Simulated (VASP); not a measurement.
# C19O in VASP: notebook

Runs on C19O. Level: PBE. Tasks: single point.

Program: VASP 6.6.1. These are calculated values, not measurements. Logs are shortened: lines on timing, memory, paths and dates and some standing lists are left out, and cuts for length are marked.

### Step 1. The cell of the first run

The cell holds a slab with vacuum, 20 atoms: a = 7.398 Å, b = 7.398 Å, c = 13.000 Å, α = 90.00°, β = 90.00°, γ = 120.00°.

### Step 2. Single point, PBE

Contents of INCAR:

```
PREC = Accurate
ENCUT = 520
EDIFF = 1E-6
ISMEAR = 0
SIGMA = 0.05
LREAL = Auto
LASPH = T
NELM = 100
ALGO = Normal
ISIF = 2
LWAVE = F
LCHARG = F
GGA = PE
NBANDS = 57
```

Contents of KPOINTS:

```
Automatic mesh
0
Gamma
  2 2 1
```

Contents of POSCAR:

```
C19O
1.0
    7.3980000000      0.0000000000      0.0000000000
   -3.6990000000      6.4068560000      0.0000000000
    0.0000000000      0.0000000000     13.0000000000
C O
19 1
Direct
   -0.0011992156     -0.0020618537      0.0611979231
    0.2236354985      0.1103410159      0.0611397692
    0.0003881696      0.3335533060      0.0611906154
    0.2220136361      0.4443630386      0.0611862308
    0.0010943178      0.6652873110      0.0612238462
    0.2213307466      0.7754279166      0.0612050000
    0.3337378503      0.0002534785      0.0611187692
    0.5553216372      0.1110352722      0.0611336154
    0.3344203949      0.3319297328      0.0611584615
    0.5546303517      0.4420444287      0.0611624615
    0.3321196922      0.6645946155      0.0611877692
    0.5569569540      0.7770123131      0.0611889231
    0.6677595266     -0.0013711874      0.0611756154
    0.8879761452      0.1087208765      0.0611740769
    0.6654300016      0.3312387542      0.0611740000
    0.8902689554      0.4436625390      0.0611973077
    0.6670544486      0.6668926225      0.0611965385
    0.8886724739      0.7777123444      0.0612169231
    0.1858468237      0.8361697219      0.3532295385
    0.0952661861      0.6847859543      0.3978506923
```

Potentials or basis: VASP PAW PBE potentials, release 64 (C, O).

Command:

```bash
$ cat potpaw_PBE.64/C/POTCAR potpaw_PBE.64/O/POTCAR > POTCAR
$ mpirun -np 1 vasp_std > vasp.out
```

OUTCAR:

```text
PREC = Accurate
   ENCUT = 520
   EDIFF = 1E-6
   ISMEAR = 0
   LREAL = Auto
   LASPH = T
   NELM = 100
   ISIF = 2
   GGA = PE

 ion  position               nearest neighbor table
   1  0.999  0.998  0.061-  18 1.41  14 1.42   2 1.44
   2  0.224  0.110  0.061-   7 1.41   9 1.42   1 1.44
   3  0.000  0.334  0.061-  16 1.41   4 1.42  14 1.44
   4  0.222  0.444  0.061-  11 1.41   3 1.42   9 1.44
   5  0.001  0.665  0.061-   6 1.41  16 1.42  18 1.44
   6  0.221  0.775  0.061-   5 1.41  11 1.42   7 1.44
[... 10 lines left out ...]
  17  0.667  0.667  0.061-  12 1.41  18 1.42  10 1.44
  18  0.889  0.778  0.061-   1 1.41  17 1.42   5 1.44
  19  0.186  0.836  0.353-  20 1.14
  20  0.095  0.685  0.398-  19 1.14

  LATTYP: Found a hexagonal cell.
 ALAT       =     7.3980000000
 C/A-ratio  =     1.7572316842

  Lattice vectors:

 A1 = (   7.3980000000,   0.0000000000,   0.0000000000)
 A2 = (  -3.6990000000,   6.4068560000,   0.0000000000)
 A3 = (   0.0000000000,   0.0000000000,  13.0000000000)

Analysis of symmetry for initial positions (statically):
=====================================================================
 Subroutine PRICEL returns:
 Original cell was already a primitive cell.

 Routine SETGRP: Setting up the symmetry group for a
 hexagonal supercell.

 Subroutine GETGRP returns: Found  1 space group operations
 (whereof  1 operations were pure point group operations)
 out of a pool of 24 trial point group operations.

The static configuration has the point symmetry C_1 .

Analysis of symmetry for dynamics (positions and initial velocities):
=====================================================================
 Subroutine PRICEL returns:
 Original cell was already a primitive cell.

 Routine SETGRP: Setting up the symmetry group for a
 hexagonal supercell.

 Subroutine GETGRP returns: Found  1 space group operations
 (whereof  1 operations were pure point group operations)
 out of a pool of 24 trial point group operations.

The dynamic configuration has the point symmetry C_1 .

 Subroutine INISYM returns: Found  1 space group operations
 (whereof  1 operations are pure point group operations),
 and found     1 'primitive' translations

----------------------------------------------------------------------------------------

                                     Primitive cell

  volume of cell :     616.1730

  direct lattice vectors                    reciprocal lattice vectors
     7.398000000  0.000000000  0.000000000     0.135171668  0.078041398  0.000000000
    -3.699000000  6.406856000  0.000000000     0.000000000  0.156082796  0.000000000
     0.000000000  0.000000000 13.000000000     0.000000000  0.000000000  0.076923077

  length of vectors
     7.398000000  7.398000054 13.000000000     0.156082797  0.156082796  0.076923077

  position of ions in fractional coordinates (direct lattice)
     0.998800784  0.997938146  0.061197923
     0.223635499  0.110341016  0.061139769
     0.000388170  0.333553306  0.061190615
     0.222013636  0.444363039  0.061186231
     0.001094318  0.665287311  0.061223846
     0.221330747  0.775427917  0.061205000
[... 12 lines left out ...]
     0.185846824  0.836169722  0.353229539
     0.095266186  0.684785954  0.397850692

  ion indices of the primitive-cell ions
   primitive index   ion index
                 1           1
                 2           2
                 3           3
                 4           4
                 5           5
                 6           6
[... 12 lines left out ...]
                19          19
                20          20

----------------------------------------------------------------------------------------

 KPOINTS: Automatic mesh

Automatic generation of k-mesh.
 Grid dimensions read from file:
 generate k-points for:    2    2    1

 Generating k-lattice:

  Cartesian coordinates                     Fractional coordinates (reciprocal lattice)
     0.067585834  0.039020699  0.000000000     0.500000000 -0.000000000  0.000000000
     0.000000000  0.078041398  0.000000000     0.000000000  0.500000000  0.000000000
     0.000000000  0.000000000  0.076923077     0.000000000  0.000000000  1.000000000

  Length of vectors
     0.078041399  0.078041398  0.076923077

  Shift w.r.t. Gamma in fractional coordinates (k-lattice)
     0.000000000  0.000000000  0.000000000

 Subroutine IBZKPT returns following result:
 ===========================================

 Found      4 irreducible k-points:

 Following reciprocal coordinates:
            Coordinates               Weight
  0.000000  0.000000  0.000000      1.000000
  0.500000  0.000000  0.000000      1.000000
  0.000000  0.500000  0.000000      1.000000
  0.500000  0.500000  0.000000      1.000000
   k-points           NKPTS =      4   k-points in BZ     NKDIM =      4   number of bands    NBANDS=     57
   number of dos      NEDOS =    301   number of ions     NIONS =     20
   total plane-waves  NPLWV = 307328
   dimension x,y,z NGX =    56 NGY =   56 NGZ =   98
   dimension x,y,z NGXF=   112 NGYF=  112 NGZF=  196
   ions per type =              19   1
   NGX,Y,Z   is equivalent  to a cutoff of  12.58, 12.58, 12.53 a.u.
   NGXF,Y,Z  is equivalent  to a cutoff of  25.17, 25.17, 25.06 a.u.
 SYSTEM =  unknown system
   PREC   = accura    normal or accurate (medium, high low for compatibility)
   ISTART =      0    job   : 0-new  1-cont  2-samecut
   ICHARG =      2    charge: 1-file 2-atom 10-const
   ISPIN  =      1    spin polarized calculation?
   LNONCOLLINEAR =      F non collinear calculations
   LSORBIT =      F    spin-orbit coupling
   LASPH  =      T    aspherical Exc in radial PAW
   ENCUT  =  520.0 eV  38.22 Ry    6.18 a.u.  13.76 13.76 24.17*2*pi/ulx,y,z
   NELM   =    100;   NELMIN=  2; NELMDL= -5     # of ELM steps
   EDIFF  = 0.1E-05   stopping-criterion for ELM
   LREAL  =      T    real-space projection
   EDIFFG = 0.1E-04   stopping-criterion for IOM
   NSW    =      0    number of steps for IOM
   IBRION =     -1    ionic relax: 0-MD 1-quasi-New 2-CG
   NFREE  =      0    steps in history (QN), initial steepest desc. (CG)
   ISIF   =      2    stress and relaxation
   ISYM   =      2    0-nonsym 1-usesym 2-fastsym
   POTIM  = 0.5000    time-step for ionic-motion
   TEBEG  =    0.0;   TEEND  =   0.0 temperature during run
   PSTRESS=    0.0 pullay stress
   NELECT =      82.0000    total number of electrons
   NUPDOWN=      -1.0000    fix difference up-down
   EMIN   =  10.00;   EMAX   =-10.00  energy-range for DOS
   EFERMI =   0.00;   METHOD = LEGACY
   ISMEAR =     0;   SIGMA  =   0.05  broadening in eV -4-tet -1-fermi 0-gaus
   EFERMI_NEDOS =   21; number of points for ismear=-14 and -15
   IALGO  =     38    algorithm
   IMIX   =      4    mixing-type and parameters
     AMIX     =   0.40;   BMIX     =  1.00
     AMIX_MAG =   1.60;   BMIX_MAG =  1.00
  volume/ion in A,a.u.               =      30.81       207.91
  Fermi-wavevector in a.u.,A,eV,Ry     =   0.835818  1.579468  9.504925  0.698592
  Thomas-Fermi vector in A             =   1.949440
   LORBIT       =      0    0 simple, 1 ext, 2 COOP (PROOUT), +10 PAW based schemes
   GGA     = PE    functional components
   LHFCALC =     F    Hartree Fock is set to
   AEXX    =    0.0000 exact exchange contribution
   IVDW    =     0    specifies the selected vdW correction
   LEPSILON=     F    determine dielectric tensor
   LRPA    =     F    only Hartree local field effects (RPA)
 non-spin polarized calculation
 Gauss-broadening in eV      SIGMA  =   0.05
  energy-cutoff  :      520.00
  volume of cell :      616.17
 maximum number of plane-waves:     16651
 NGX is ok and might be reduce to    56
   NGX = 27   NGY = 27   NGZ = 49

 number of electron      81.9999996 magnetization

 Free energy of the ion-electron system (eV)
  ---------------------------------------------------
  ext. energy  EPLUGINS =         0.00000000
  ---------------------------------------------------
  free energy    TOTEN  =      -180.41357766 eV

  energy without entropy =     -180.41335490  energy(sigma->0) =     -180.41346628

 E-fermi :  -1.6652     XC(G=0):  -3.9634

 val. band max:       -1.7744110675   @ k =   0.0000   0.0000   0.0000
 cond. band min:      -1.5557839553   @ k =   0.0000   0.0000   0.0000
 fundamental gap:      0.2186271123
 Fermi energy:        -1.6651793588

 k-point     1 :       0.0000    0.0000    0.0000
  band No.  band energies     occupation
      1     -26.8087      2.00000
      2     -21.1887      2.00000
      3     -18.6889      2.00000
      4     -18.6844      2.00000
      5     -18.5845      2.00000
      6     -18.5834      2.00000
[... 45 lines left out ...]
     52       3.2254      0.00000
     53       3.3460      0.00000

 k-point     2 :       0.5000    0.0000    0.0000
  band No.  band energies     occupation
      1     -26.8087      2.00000
      2     -20.5361      2.00000
      3     -20.5334      2.00000
      4     -19.2866      2.00000
      5     -19.1975      2.00000
      6     -16.7953      2.00000
[... 45 lines left out ...]
     52       3.4753      0.00000
     53       3.6722      0.00000

 k-point     3 :       0.0000    0.5000    0.0000
  band No.  band energies     occupation
      1     -26.8087      2.00000
      2     -20.5369      2.00000
      3     -20.5326      2.00000
      4     -19.2866      2.00000
      5     -19.1975      2.00000
      6     -16.7957      2.00000
[... 45 lines left out ...]
     52       3.4015      0.00000
     53       3.7035      0.00000

 k-point     4 :       0.5000    0.5000    0.0000
  band No.  band energies     occupation
      1     -26.8087      2.00000
      2     -20.5358      2.00000
      3     -20.5336      2.00000
      4     -19.2869      2.00000
      5     -19.1971      2.00000
      6     -16.7956      2.00000
[... 45 lines left out ...]
     52       3.5015      0.00000
     53       3.6552      0.00000
 [bands above 53 left out]

------------------------ aborting loop because EDIFF is reached ----------------------------------------

  FORCE on cell =-STRESS in cart. coord.  units (eV):
  Direction    XX          YY          ZZ          XY          YZ          ZX
  --------------------------------------------------------------------------------------
  -------------------------------------------------------------------------------------
  Total        1.5964974      2.3307703      0.1247167      0.0951337     -0.4518793     -0.0511196
  in kB        4.1512238      6.0604856      0.3242892      0.2473672     -1.1749797     -0.1329216
  external PRESSURE =       3.5119995 kB  Pullay stress =       0.0000000 kB

 VOLUME and BASIS-vectors are now :
 -----------------------------------------------------------------------------
  energy-cutoff  :      520.00
  volume of cell :      616.17
      direct lattice vectors                 reciprocal lattice vectors
     7.398000000  0.000000000  0.000000000     0.135171668  0.078041398  0.000000000
    -3.699000000  6.406856000  0.000000000     0.000000000  0.156082796  0.000000000
     0.000000000  0.000000000 13.000000000     0.000000000  0.000000000  0.076923077

 POSITION                                       TOTAL-FORCE (eV/Angst)
 -----------------------------------------------------------------------------------
      3.69775      6.39365      0.79557         0.012201      0.010929     -0.001386
      1.24630      0.70694      0.79482        -0.010209      0.000946      0.001663
     -1.23094      2.13703      0.79548         0.004962     -0.001046     -0.001774
     -0.00124      2.84697      0.79542         0.001586     -0.005633     -0.000382
     -2.45280      4.26240      0.79591        -0.003199      0.006271     -0.000001
     -1.23090      4.96806      0.79567         0.003665      0.004687     -0.004669
[... 12 lines left out ...]
     -1.71810      5.35722      4.59198         0.085650      0.777550     -0.466653
     -1.82824      4.38733      5.17206        -0.088948     -0.782991      0.466108
 -----------------------------------------------------------------------------------
    total drift:                               -0.000289      0.027693     -0.001292

  FREE ENERGIE OF THE ION-ELECTRON SYSTEM (eV)
  ---------------------------------------------------
  free  energy   TOTEN  =      -180.4135776553 eV

  energy  without entropy=     -180.4133549030  energy(sigma->0) =     -180.41346628
```

Run time: 3 min. Hardware: 1 thread of AMD EPYC 9R45 (Zen 5), shared host; peak memory 0.59 GiB.

What came out:

| Quantity | Value |
| --- | --- |
| Free energy | -180.4136 eV |
| Largest force | 0.916 eV/Å |
| Band gap on the k mesh | 0.22 eV |

Forces in eV/Å, atoms in the order of the input:
```
C    0.012  0.011 -0.001
C   -0.010  0.001  0.002
C    0.005 -0.001 -0.002
C    0.002 -0.006  0.000
C   -0.003  0.006  0.000
C    0.004  0.005 -0.005
C    0.003 -0.012 -0.001
C    0.008 -0.007  0.002
C   -0.011  0.004 -0.001
C    0.004  0.006  0.002
C    0.002  0.010  0.002
C   -0.007 -0.003  0.000
C   -0.013 -0.005  0.001
C    0.006  0.008  0.003
C    0.006  0.012 -0.002
C   -0.007 -0.008  0.001
C   -0.002 -0.011  0.000
C    0.006 -0.005  0.001
C    0.086  0.778 -0.467
O   -0.089 -0.783  0.466
```

Levels at points of the mesh, in eV from the valence-band top:
```csv
k point,band 38,band 39,band 40,band 41,band 42,band 43,band 44,band 45
"(0.00, 0.00, 0.00)",-2.93,-2.93,0.00,0.00,0.22,0.22,2.25,2.25
"(0.50, 0.00, 0.00)",-2.57,-2.52,-2.52,-2.25,1.78,2.21,2.26,2.59
"(0.00, 0.50, 0.00)",-2.57,-2.52,-2.52,-2.25,1.78,2.26,2.26,2.59
"(0.50, 0.50, 0.00)",-2.57,-2.52,-2.52,-2.25,1.78,2.22,2.25,2.60
```

Caveat: the k points lie up to 0.49 Å⁻¹ apart.

### Step 3. Single point, PBE

INCAR is that of step 2.

Contents of KPOINTS:

```
regular mesh
0
Gamma
  2 2 1
```

Contents of POSCAR:

```
C19O
1.0
    7.3980000000      0.0000000000      0.0000000000
   -3.6990000000      6.4068560000      0.0000000000
    0.0000000000      0.0000000000     13.0000000000
C O
19 1
Direct
   -0.0008773229     -0.0024213124      0.0611593077
    0.2231746532      0.1095866678      0.0611116154
   -0.0003903427      0.3331276682      0.0611657692
    0.2226556311      0.4446505431      0.0611670000
    0.0013452437      0.6659629934      0.0611948462
    0.2209467321      0.7757872192      0.0611955385
    0.3329610392     -0.0001830851      0.0611050769
    0.5559601091      0.1113135678      0.0611190000
    0.3346689922      0.3326069760      0.0611385385
    0.5542505121      0.4424045117      0.0611300000
    0.3324462745      0.6642496725      0.0611807692
    0.5564917459      0.7762695150      0.0611740769
    0.6680005278     -0.0006953489      0.0611581538
    0.8875885019      0.1090804913      0.0611408462
    0.6657576567      0.3308846024      0.0611430769
    0.8898079110      0.4429183362      0.0611716923
    0.6662750722      0.6664641753      0.0611642308
    0.8893140589      0.7779876745      0.0611789231
    0.2449840560      0.8363155033      0.3536908462
    0.1484745755      0.6852816733      0.3978187692
```

Potentials or basis: VASP PAW PBE potentials, release 64 (C, O).

Command:

```bash
$ cat potpaw_PBE.64/C/POTCAR potpaw_PBE.64/O/POTCAR > POTCAR
$ mpirun -np 1 vasp_std > vasp.out
```

It took 3.1 min on 1 thread of AMD EPYC 9R45 (Zen 5), shared host; peak memory 0.59 GiB.

Results (log left out):

```
Free energy            : -180.4133 eV
Largest force          : 0.902 eV/Å
Band gap on the k mesh : 0.22 eV
```

Forces on the atoms (eV/Å):
```
C   -0.001  0.012 -0.001
C   -0.012  0.004  0.001
C    0.008  0.001 -0.002
C    0.003 -0.006  0.001
C   -0.006  0.000  0.002
C    0.011  0.000 -0.006
C    0.008 -0.005 -0.002
C    0.000 -0.003  0.001
C   -0.009  0.002 -0.001
C    0.007 -0.001  0.003
C    0.006  0.006  0.001
C   -0.008  0.001  0.000
C   -0.009 -0.009 -0.001
C    0.010  0.004  0.005
C   -0.004  0.014  0.000
C   -0.003 -0.008  0.002
C   -0.002 -0.004  0.000
C    0.000 -0.005  0.002
C    0.126  0.766 -0.459
O   -0.123 -0.769  0.454
```

Levels at points of the mesh, in eV from the valence-band top:
```tsv
k point	band 39	band 40	band 41	band 42	band 43	band 44
(0.00, 0.00, 0.00)	-2.93	0.00	0.00	0.22	0.22	2.25
(0.50, 0.00, 0.00)	-2.52	-2.52	-2.25	1.78	2.21	2.25
(0.00, 0.50, 0.00)	-2.52	-2.52	-2.25	1.78	2.25	2.26
(0.50, 0.50, 0.00)	-2.52	-2.52	-2.25	1.78	2.22	2.25
```

Caveat: the k points lie up to 0.49 Å⁻¹ apart.

### Step 4. Single point, PBE

Contents of INCAR:

```
SYSTEM = C19O
ALGO = Normal ; EDIFF = 1E-6
ENCUT = 520 ; GGA = PE
ISIF = 2 ; ISMEAR = 0
LASPH = .TRUE. ; LCHARG = .TRUE.
LELF = .TRUE. ; LREAL = Auto
LVHAR = .TRUE. ; LWAVE = .FALSE.
NBANDS = 57 ; NELM = 100
PREC = Accurate ; SIGMA = 0.05
```

Contents of KPOINTS:

```
k-points
0
G
  2 2 1
  0 0 0
```

Contents of POSCAR:

```
C19O
1.0
    7.3980000000      0.0000000000      0.0000000000
   -3.6990000000      6.4068560000      0.0000000000
    0.0000000000      0.0000000000     13.0000000000
C O
19 1
Direct
   -0.0003111478     -0.0024403545      0.0611880769
    0.2224868854      0.1089437627      0.0611511538
   -0.0010504459      0.3324457425      0.0612043846
    0.2231948315      0.4445678192      0.0612069231
    0.0012506017      0.6665085028      0.0612068462
    0.2209143954      0.7763648816      0.0612105385
    0.3323134600     -0.0008515877      0.0611454615
    0.5565153270      0.1112439549      0.0611609231
    0.3345854807      0.3331652842      0.0611891538
    0.5542277032      0.4429912269      0.0611748462
    0.3330207716      0.6642267284      0.0612173846
    0.5558128326      0.7756286391      0.0612185385
    0.6679178482     -0.0001367285      0.0611993846
    0.8875567284      0.1096625240      0.0611820769
    0.6663309387      0.3308657164      0.0611764615
    0.8891166396      0.4422624763      0.0612035385
    0.6656191833      0.6657906780      0.0612016154
    0.8898523299      0.7779082283      0.0612030000
    0.3031418875      0.8364640941      0.3535318462
    0.2024507578      0.6859804559      0.3973360000
```

Command:

```bash
$ cat potpaw_PBE.64/C/POTCAR potpaw_PBE.64/O/POTCAR > POTCAR
$ mpirun -np 1 vasp_std > vasp.out
```

Wall time 3.3 min (1 thread of AMD EPYC 9R45 (Zen 5), shared host); peak memory 0.59 GiB.

Results (log left out):

- Free energy: -180.4136 eV
- Largest force: 0.923 eV/Å
- Band gap on the k mesh: 0.22 eV

Forces in eV/Å, atoms in the order of the input:
```
C   -0.004  0.009 -0.001
C   -0.008  0.008  0.002
C    0.008  0.003 -0.001
C    0.001 -0.004  0.002
C   -0.002 -0.005  0.004
C    0.010 -0.001 -0.004
C    0.010 -0.005  0.000
C   -0.002 -0.005  0.000
C   -0.007 -0.001 -0.003
C    0.011 -0.002  0.004
C    0.003  0.008  0.002
C   -0.008  0.006  0.001
C   -0.013 -0.012  0.000
C    0.009  0.004  0.004
C   -0.007  0.013 -0.001
C   -0.005 -0.005  0.001
C    0.005 -0.003  0.001
C   -0.005 -0.006  0.000
C    0.156  0.779 -0.470
O   -0.154 -0.780  0.459
```

Levels at points of the mesh, in eV from the valence-band top:
```tsv
k point	band 39	band 40	band 41	band 42	band 43	band 44
(0.00, 0.00, 0.00)	-2.93	0.00	0.00	0.22	0.22	2.25
(0.50, 0.00, 0.00)	-2.52	-2.52	-2.25	1.78	2.22	2.25
(0.00, 0.50, 0.00)	-2.52	-2.52	-2.25	1.78	2.25	2.27
(0.50, 0.50, 0.00)	-2.52	-2.52	-2.25	1.78	2.22	2.25
```

Caveat: the k points lie up to 0.49 Å⁻¹ apart.

### Step 5. The runs side by side

```csv
cell,gap on the mesh (eV),largest force (eV/Å)
"as given, atomic positions A",0.22,0.92
"as given, atomic positions B",0.22,0.90
"as given, atomic positions C",0.22,0.92
```

Alike in all rows: task single point; level PBE; potentials or basis VASP PAW PBE potentials, release 64 (C, O); no spin polarisation; k mesh 2 × 2 × 1; cutoff (eV) 520; smearing gaussian 0.05 eV.

Caveats: all runs use coarse meshes.

Absolute energies hang on the potentials; compare differences alone.
